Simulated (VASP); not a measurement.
**Si: single point with r2SCAN**

The system is Si.

```
Si
1.0
     0.00000    2.63056    2.89361
     2.63056    0.00000    2.89361
     2.63056    2.63056    0.00000
Si
2
Direct
  0.50000 0.50000 0.50000
  0.75000 0.75000 0.75000
```

This cell differs from its parent crystal: ratio of the length along z to the lengths across it x 1.1, volume and fractional coordinates fixed.

| Property | Result |
| --- | --- |
| Program | VASP 6.6.1 |
| Task | single point |
| Functional | r2SCAN |
| Potentials or basis | VASP PAW PBE potentials, release 64 (Si) |
| Cutoff | 520 eV |
| k mesh | 12 × 12 × 12 |
| Occupations | gaussian, width 0.05 eV |
| Spin | no spin polarisation |
| Dipole correction | no |
| Further INCAR settings | ALGO = Normal; EDIFF = 1e-06; NBANDS = 11 |

- Pressure: 0.2 GPa
- Band gap on the k mesh: 0.22 eV, indirect (least direct gap 2.24 eV)

Stress tensor (GPa, compression positive):
```
 4.16  0.00  0.00
 0.00  4.16  0.00
 0.00  0.00 -7.62
```

Levels at points of the mesh, in eV from the valence-band top:
| k point | band 1 | band 2 | band 3 | band 4 | band 5 | band 6 | band 7 | band 8 | band 9 |
| --- | --- | --- | --- | --- | --- | --- | --- | --- | --- |
| (0.00, 0.00, 0.00) | -12.80 | -0.81 | 0.00 | 0.00 | 2.40 | 2.40 | 2.77 | 3.53 | 6.95 |
| (0.50, 0.00, 0.00) | -10.33 | -7.54 | -2.05 | -1.03 | 1.22 | 3.37 | 3.71 | 8.16 | 10.42 |
| (0.50, 0.50, 0.00) | -8.82 | -8.82 | -2.75 | -2.75 | 1.20 | 1.20 | 10.64 | 10.64 | 11.03 |
| (0.50, 0.00, 0.50) | -8.22 | -8.22 | -3.51 | -3.51 | 0.40 | 0.40 | 9.60 | 9.60 | 11.82 |

Wall time 5.2 min on 1 thread of Intel(R) Xeon(R) Platinum 8488C (Sapphire Rapids) (shared host), peak memory 0.19 GiB.

Caveat: the PAW data sets were made with another functional, which shifts forces and pressure a little. A k mesh can miss the band edges.
